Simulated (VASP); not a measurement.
# GaN (P6_3mc) in VASP: single point with r2SCAN+rVV10

Aim: the single point of GaN with r2SCAN+rVV10.

Program: VASP 6.6.1. These are calculated values, not measurements. Logs are shortened: lines on timing, memory, paths and dates and some standing lists are left out, and cuts for length are marked.

### 1 The cell of the first run

The structure is hexagonal, space group P6_3mc (No. 186). Conventional cell: a = 3.176 Å, b = 3.176 Å, c = 5.173 Å, α = 90.00°, β = 90.00°, γ = 120.00°. Within 2.6 Å of Ga (site symmetry 3m) lie 4 N at 1.94 to 1.95 Å. Within 2.6 Å of N (site symmetry 3m) lie 4 Ga at 1.94 to 1.95 Å.

### 2 Single point, r2SCAN+rVV10

Contents of POSCAR:

```
GaN
1.0
    3.1762494334      0.0000000000      0.0000000000
   -1.5881247167      2.7507126981      0.0000000000
    0.0000000000      0.0000000000      5.1727618467
Ga N
2 2
Direct
    0.3333333333      0.6666666667     -0.0008544752
    0.6666666667      0.3333333333      0.4991455248
    0.3333333333      0.6666666667      0.3758544752
    0.6666666667      0.3333333333      0.8758544752
```

Contents of INCAR.step1:

```
PREC = Accurate
ENCUT = 1460
ISMEAR = 0
SIGMA = 0.01
LREAL = F
LASPH = T
NELM = 120
NBANDS = 26
GGA = PE
ALGO = Normal
EDIFF = 1E-5
LWAVE = T
LCHARG = F
GGA_COMPAT = F
```

Contents of INCAR.step2:

```
PREC = Accurate
ENCUT = 1460
EDIFF = 1E-6
ISMEAR = 0
SIGMA = 0.01
LREAL = F
LASPH = T
NELM = 120
ALGO = Normal
ISIF = 2
LWAVE = F
LCHARG = F
METAGGA = R2SCAN
LMIXTAU = T
LUSE_VDW = T
IVDW_NL = 2
BPARAM = 11.95
CPARAM = 0.0093
NBANDS = 26
ISTART = 1
GGA_COMPAT = F
```

Contents of KPOINTS:

```
Automatic mesh
0
Gamma
  6 6 4
```

Potentials or basis: VASP PAW PBE potentials, release 64 (Ga_d, N_h).

The run is started by

```sh
$ cat potpaw_PBE.64/Ga_d/POTCAR potpaw_PBE.64/N_h/POTCAR > POTCAR
$ cp INCAR.step1 INCAR
$ mpirun -np 1 vasp_std > vasp.out
$ cp INCAR.step2 INCAR
$ mpirun -np 1 vasp_std > vasp.out
```

OUTCAR:

```text
PREC = Accurate
   ENCUT = 1460
   EDIFF = 1E-6
   ISMEAR = 0
   LREAL = F
   LASPH = T
   NELM = 120
   ISIF = 2
   METAGGA = R2SCAN
   IVDW_NL = 2
   BPARAM = 11.95
   ISTART = 1

 ion  position               nearest neighbor table
   1  0.333  0.667  0.999-   4 1.94   4 1.94   4 1.94   3 1.95
   2  0.667  0.333  0.499-   3 1.94   3 1.94   3 1.94   4 1.95
   3  0.333  0.667  0.376-   2 1.94   2 1.94   2 1.94   1 1.95
   4  0.667  0.333  0.876-   1 1.94   1 1.94   1 1.94   2 1.95

  LATTYP: Found a hexagonal cell.
 ALAT       =     3.1762494334
 C/A-ratio  =     1.6285754489

  Lattice vectors:

 A1 = (   3.1762494334,   0.0000000000,   0.0000000000)
 A2 = (  -1.5881247167,   2.7507126981,   0.0000000000)
 A3 = (   0.0000000000,   0.0000000000,   5.1727618467)

Analysis of symmetry for initial positions (statically):
=====================================================================
 Subroutine PRICEL returns:
 Original cell was already a primitive cell.

 Routine SETGRP: Setting up the symmetry group for a
 hexagonal supercell.

 Subroutine GETGRP returns: Found 12 space group operations
 (whereof  6 operations were pure point group operations)
 out of a pool of 24 trial point group operations.

The static configuration has the point symmetry C_3v.
 The point group associated with its full space group is C_6v.

Analysis of symmetry for dynamics (positions and initial velocities):
=====================================================================
 Subroutine PRICEL returns:
 Original cell was already a primitive cell.

 Routine SETGRP: Setting up the symmetry group for a
 hexagonal supercell.

 Subroutine GETGRP returns: Found 12 space group operations
 (whereof  6 operations were pure point group operations)
 out of a pool of 24 trial point group operations.

The dynamic configuration has the point symmetry C_3v.
 The point group associated with its full space group is C_6v.

 Subroutine INISYM returns: Found 12 space group operations
 (whereof  6 operations are pure point group operations),
 and found     1 'primitive' translations

----------------------------------------------------------------------------------------

                                     Primitive cell

  volume of cell :      45.1942

  direct lattice vectors                    reciprocal lattice vectors
     3.176249433  0.000000000  0.000000000     0.314836735  0.181771073  0.000000000
    -1.588124717  2.750712698  0.000000000     0.000000000  0.363542147  0.000000000
     0.000000000  0.000000000  5.172761847     0.000000000  0.000000000  0.193320325

  length of vectors
     3.176249433  3.176249433  5.172761847     0.363542147  0.363542147  0.193320325

  position of ions in fractional coordinates (direct lattice)
     0.333333333  0.666666667  0.999145525
     0.666666667  0.333333333  0.499145525
     0.333333333  0.666666667  0.375854475
     0.666666667  0.333333333  0.875854475

  ion indices of the primitive-cell ions
   primitive index   ion index
                 1           1
                 2           2
                 3           3
                 4           4

----------------------------------------------------------------------------------------

 KPOINTS: Automatic mesh

Automatic generation of k-mesh.
 Grid dimensions read from file:
 generate k-points for:    6    6    4

 Generating k-lattice:

  Cartesian coordinates                     Fractional coordinates (reciprocal lattice)
     0.052472789  0.030295179  0.000000000     0.166666667  0.000000000  0.000000000
     0.000000000  0.060590358  0.000000000     0.000000000  0.166666667  0.000000000
     0.000000000  0.000000000  0.048330081     0.000000000  0.000000000  0.250000000

  Length of vectors
     0.060590358  0.060590358  0.048330081

  Shift w.r.t. Gamma in fractional coordinates (k-lattice)
     0.000000000  0.000000000  0.000000000

 Subroutine IBZKPT returns following result:
 ===========================================

 Found     21 irreducible k-points:

 Following reciprocal coordinates:
            Coordinates               Weight
  0.000000  0.000000  0.000000      1.000000
  0.166667  0.000000  0.000000      6.000000
  0.333333  0.000000  0.000000      6.000000
  0.500000  0.000000  0.000000      3.000000
  0.166667  0.166667  0.000000      6.000000
  0.333333  0.166667  0.000000     12.000000
[... 13 lines left out ...]
  0.333333  0.166667  0.500000     12.000000
  0.333333  0.333333  0.500000      2.000000
   k-points           NKPTS =     21   k-points in BZ     NKDIM =     21   number of bands    NBANDS=     26
   number of dos      NEDOS =    301   number of ions     NIONS =      4
   total plane-waves  NPLWV = 102400
   dimension x,y,z NGX =    40 NGY =   40 NGZ =   64
   dimension x,y,z NGXF=    80 NGYF=   80 NGZF=  128
   ions per type =               2   2
   NGX,Y,Z   is equivalent  to a cutoff of  20.94, 20.94, 20.57 a.u.
   NGXF,Y,Z  is equivalent  to a cutoff of  41.87, 41.87, 41.14 a.u.
 SYSTEM =  unknown system
   PREC   = accura    normal or accurate (medium, high low for compatibility)
   ISTART =      1    job   : 0-new  1-cont  2-samecut
   ICHARG =      0    charge: 1-file 2-atom 10-const
   ISPIN  =      1    spin polarized calculation?
   LNONCOLLINEAR =      F non collinear calculations
   LSORBIT =      F    spin-orbit coupling
   LASPH  =      T    aspherical Exc in radial PAW
   ENCUT  = 1460.0 eV 107.31 Ry   10.36 a.u.   9.90  9.90 16.12*2*pi/ulx,y,z
   NELM   =    120;   NELMIN=  2; NELMDL=  0     # of ELM steps
   EDIFF  = 0.1E-05   stopping-criterion for ELM
   LREAL  =      F    real-space projection
   EDIFFG = 0.1E-04   stopping-criterion for IOM
   NSW    =      0    number of steps for IOM
   IBRION =     -1    ionic relax: 0-MD 1-quasi-New 2-CG
   NFREE  =      0    steps in history (QN), initial steepest desc. (CG)
   ISIF   =      2    stress and relaxation
   ISYM   =      2    0-nonsym 1-usesym 2-fastsym
   POTIM  = 0.5000    time-step for ionic-motion
   TEBEG  =    0.0;   TEEND  =   0.0 temperature during run
   PSTRESS=    0.0 pullay stress
   NELECT =      36.0000    total number of electrons
   NUPDOWN=      -1.0000    fix difference up-down
   EMIN   =  10.00;   EMAX   =-10.00  energy-range for DOS
   EFERMI =   0.00;   METHOD = LEGACY
   ISMEAR =     0;   SIGMA  =   0.01  broadening in eV -4-tet -1-fermi 0-gaus
   EFERMI_NEDOS =   21; number of points for ismear=-14 and -15
   IALGO  =     38    algorithm
   IMIX   =      4    mixing-type and parameters
     AMIX     =   0.40;   BMIX     =  1.00
     AMIX_MAG =   1.60;   BMIX_MAG =  1.00
  volume/ion in A,a.u.               =      11.30        76.25
  Fermi-wavevector in a.u.,A,eV,Ry     =   1.517568  2.867788 31.334399  2.303013
  Thomas-Fermi vector in A             =   2.626806
   LORBIT       =      0    0 simple, 1 ext, 2 COOP (PROOUT), +10 PAW based schemes
   METAGGA = R2SCAN    functional components
   LHFCALC =     F    Hartree Fock is set to
   AEXX    =    0.0000 exact exchange contribution
   IVDW_NL    =     2    kernel type
   BPARAM     =11.9500
   IVDW    =     0    specifies the selected vdW correction
   LEPSILON=     F    determine dielectric tensor
   LRPA    =     F    only Hartree local field effects (RPA)
 non-spin polarized calculation
 Gauss-broadening in eV      SIGMA  =   0.01
  energy-cutoff  :     1460.00
  volume of cell :       45.19
 maximum number of plane-waves:      5748
 NGX is ok and might be reduce to    40
   NGX = 19   NGY = 19   NGZ = 33

 number of electron      36.0000000 magnetization

 Free energy of the ion-electron system (eV)
  ---------------------------------------------------
  ext. energy  EPLUGINS =         0.00000000
  ---------------------------------------------------
  free energy    TOTEN  =       -42.82114943 eV

  energy without entropy =      -42.82114943  energy(sigma->0) =      -42.82114943

 E-fermi :   5.5787     XC(G=0): -12.7461

 val. band max:        5.4595788227   @ k =   0.0000   0.0000   0.0000
 cond. band min:       7.8073911090   @ k =   0.0000   0.0000   0.0000
 fundamental gap:      2.3478122863
 Fermi energy:         5.5787360562

 k-point     1 :       0.0000    0.0000    0.0000
  band No.  band energies     occupation
      1     -11.4202      2.00000
      2     -10.3802      2.00000
      3      -8.3557      2.00000
      4      -8.3395      2.00000
      5      -8.3394      2.00000
      6      -8.2694      2.00000
[... 18 lines left out ...]
     25      17.9823      0.00000
     26      17.9823      0.00000

 k-point     2 :       0.1667    0.0000    0.0000
  band No.  band energies     occupation
      1     -11.1547      2.00000
      2     -10.3058      2.00000
      3      -8.3234      2.00000
      4      -8.3019      2.00000
      5      -8.2555      2.00000
      6      -8.2229      2.00000
[... 18 lines left out ...]
     25      17.6441      0.00000
     26      18.5321      0.00000

 k-point     3 :       0.3333    0.0000    0.0000
  band No.  band energies     occupation
      1     -10.6327      2.00000
      2     -10.1977      2.00000
      3      -8.2790      2.00000
      4      -8.2579      2.00000
      5      -8.1635      2.00000
      6      -8.1077      2.00000
[... 18 lines left out ...]
     25      17.8174      0.00000
     26      19.5259      0.00000

 k-point     4 :       0.5000    0.0000    0.0000
  band No.  band energies     occupation
      1     -10.3960      2.00000
      2     -10.1693      2.00000
      3      -8.2777      2.00000
      4      -8.2523      2.00000
      5      -8.1402      2.00000
      6      -8.0921      2.00000
[... 18 lines left out ...]
     25      18.6922      0.00000
     26      19.7366      0.00000
[... 409 lines left out ...]
      1     -10.4133      2.00000
      2     -10.4133      2.00000
      3      -8.2411      2.00000
      4      -8.2411      2.00000
      5      -8.2144      2.00000
      6      -8.2144      2.00000
[... 18 lines left out ...]
     25      18.0278      0.00000
     26      18.0278      0.00000

 k-point    20 :       0.3333    0.1667    0.5000
  band No.  band energies     occupation
      1     -10.2296      2.00000
      2     -10.2296      2.00000
      3      -8.2377      2.00000
      4      -8.2377      2.00000
      5      -8.1701      2.00000
      6      -8.1701      2.00000
[... 18 lines left out ...]
     25      18.7104      0.00000
     26      18.7104      0.00000

 k-point    21 :       0.3333    0.3333    0.5000
  band No.  band energies     occupation
      1     -10.1790      2.00000
      2     -10.1790      2.00000
      3      -8.1998      2.00000
      4      -8.1998      2.00000
      5      -8.1837      2.00000
      6      -8.1837      2.00000
[... 18 lines left out ...]
     25      20.2006      0.00000
     26      20.2008      0.00000

------------------------ aborting loop because EDIFF is reached ----------------------------------------

  FORCE on cell =-STRESS in cart. coord.  units (eV):
  Direction    XX          YY          ZZ          XY          YZ          ZX
  --------------------------------------------------------------------------------------
  -------------------------------------------------------------------------------------
  Total        0.3165859      0.3165859      0.2992412      0.0000000      0.0000000     -0.0000000
  in kB       11.2232825     11.2232825     10.6083954      0.0000000      0.0000000     -0.0000000
  external PRESSURE =      11.0183201 kB  Pullay stress =       0.0000000 kB

 VOLUME and BASIS-vectors are now :
 -----------------------------------------------------------------------------
  energy-cutoff  :     1460.00
  volume of cell :       45.19
      direct lattice vectors                 reciprocal lattice vectors
     3.176249433  0.000000000  0.000000000     0.314836735  0.181771073  0.000000000
    -1.588124717  2.750712698  0.000000000     0.000000000  0.363542147  0.000000000
     0.000000000  0.000000000  5.172761847     0.000000000  0.000000000  0.193320325

 POSITION                                       TOTAL-FORCE (eV/Angst)
 -----------------------------------------------------------------------------------
     -0.00000      1.83381      5.16834        -0.000000      0.000000      0.001106
      1.58812      0.91690      2.58196         0.000000     -0.000000      0.001106
     -0.00000      1.83381      1.94421        -0.000000     -0.000000     -0.001106
      1.58812      0.91690      4.53059         0.000000     -0.000000     -0.001106
 -----------------------------------------------------------------------------------
    total drift:                               -0.000000      0.000000     -0.001404

  FREE ENERGIE OF THE ION-ELECTRON SYSTEM (eV)
  ---------------------------------------------------
  free  energy   TOTEN  =       -42.8211494316 eV

  energy  without entropy=      -42.8211494316  energy(sigma->0) =      -42.82114943
```

Run time: 4.6 min. Hardware: 1 thread of Intel Xeon Platinum 8488C (Sapphire Rapids), shared host; peak memory 0.75 GiB.

What came out:

```
Free energy            : -42.8211 eV
Pressure               : 1.1 GPa
Band gap on the k mesh : 2.35 eV
```

Levels at points of the mesh, in eV from the valence-band top:
```csv
k point,band 14,band 15,band 16,band 17,band 18,band 19,band 20,band 21,band 22,band 23
"(0.00, 0.00, 0.00)",-1.08,-1.08,-0.04,0.00,0.00,2.35,4.83,9.95,10.61,10.61
"(0.50, 0.00, 0.00)",-5.43,-4.34,-2.86,-2.27,-1.04,5.55,6.13,6.52,9.39,11.07
"(0.00, 0.00, 0.50)",-3.95,-0.55,-0.55,-0.55,-0.55,4.78,4.78,9.18,9.18,11.12
"(0.50, 0.00, 0.50)",-6.77,-2.03,-2.03,-1.97,-1.97,4.87,4.87,8.44,8.44,10.76
```

Caveat: the PAW data sets were made with another functional, which shifts forces and pressure a little.
